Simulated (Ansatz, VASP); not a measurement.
One calculation of SiC, two programs

```
CELL_PARAMETERS angstrom
4.36000 0.00000 0.00000
0.00000 4.36000 0.00000
0.00000 0.00000 4.36000
ATOMIC_POSITIONS crystal
Si 0.00000 0.00000 0.00000
Si 0.00000 0.50000 0.50000
Si 0.50000 0.00000 0.50000
Si 0.50000 0.50000 0.00000
C 0.25000 0.25000 0.25000
C 0.25000 0.75000 0.75000
C 0.75000 0.25000 0.75000
C 0.75000 0.75000 0.25000
```

Alike in both runs: task relaxation of cell and atoms; functional PBE; k mesh 6 × 6 × 6; no spin polarisation.

```csv
,VASP,Ansatz
version,VASP 6.6.1,Ansatz 0.2.0
potentials or method,"VASP PAW PBE potentials, release 64 (Si, C), cutoff 600 eV","scalar-relativistic, plane waves, PAW"
occupations,"gaussian, width 0.01 eV",fixed
valence electrons in the cell,32,32
```

|  | VASP | Ansatz | Ansatz less VASP |
| --- | --- | --- | --- |
| gap on the k mesh at the Fermi level, each at its own relaxed structure (eV) | 1.37 | 1.37 | +0.003 |
| relaxed volume (Å³/atom) | 10.49 | 10.50 | +0.008 |
| relaxed cell length with the largest relative difference (Å) | 4.378 | 4.380 | +0.0011 |
